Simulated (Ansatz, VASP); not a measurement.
## One calculation of SiNi3, two programs

The input INCAR:

```
PREC = Accurate
ENCUT = 520
EDIFF = 1E-6
ISMEAR = 0
SIGMA = 0.15
LREAL = False
LASPH = True
NELM = 100
ALGO = Fast
ISIF = 2
LWAVE = False
LCHARG = True
GGA = PS
LELF = True
LVHAR = True
NBANDS = 25
```

Contents of KPOINTS:

```
regular mesh
0
Gamma
  14 14 14
```

The input POSCAR:

```
SiNi3
1.0
    3.4612457436      0.0000000000      0.0000000000
    0.0000000000      3.4612457436      0.0000000000
    0.0000000000      0.0000000000      3.4612457436
Si Ni
1 3
Direct
    0.0000000000      0.0000000000      0.0231130656
    0.0000000000      0.5000000000      0.5000000000
    0.5000000000      0.0000000000      0.5000000000
    0.5000000000      0.5000000000      0.0000000000
```

Input for Ansatz:

```yaml
crystal:
  lattice:
    - [3.4612457436, 0.0, 0.0]
    - [0.0, 3.4612457436, 0.0]
    - [0.0, 0.0, 3.4612457436]
  atoms:
    - { symbol: Si, position: [0.0, 0.0, 0.0231130656] }
    - { symbol: Ni, position: [0.0, 0.5, 0.5] }
    - { symbol: Ni, position: [0.5, 0.0, 0.5] }
    - { symbol: Ni, position: [0.5, 0.5, 0.0] }
basis:
  ecutwfc: 420
kpoints:
  mp_grid: { grid: [14, 14, 14] }
hamiltonian:
  xc: pbesol
scf:
  occupations: { method: gaussian, width: 0.15 }
output:
  forces: true
  stress: true
  eigenvalues: true
```

Alike in both runs: task single point; functional PBEsol; k mesh 14 × 14 × 14; occupations gaussian, width 0.15 eV; no spin polarisation.

```csv
,VASP,Ansatz
version,VASP 6.6.1,Ansatz 0.2.0
potentials or method,"VASP PAW PBE potentials, release 64 (Si, Ni), cutoff 520 eV","scalar-relativistic, plane waves, PAW"
valence electrons in the cell,34,58
```

VASP gave:

```
gap on the k mesh at the Fermi level (eV)                     : none
pressure (GPa)                                                : 0.4
traceless stress, the component that is largest in VASP (GPa) : 0.09
rms of the force components (eV/Å)                            : 0.181
```

Question: Estimate Ansatz's values.

Answer: gap on the k mesh at the Fermi level (eV): none; pressure (GPa): 0.3; traceless stress, the component that is largest in VASP (GPa): 0.10; rms of the force components (eV/Å): 0.177.

VASP's potentials were made for PBE, not for PBEsol. Atom by atom the forces differ by 0.003 eV/Å (rms over components). A gap of «none» marks a metal or a gap that the smearing closes. VASP's potentials hold 34 valence electrons a cell and Ansatz's 58, so a difference there can come from the potentials and not from the codes.
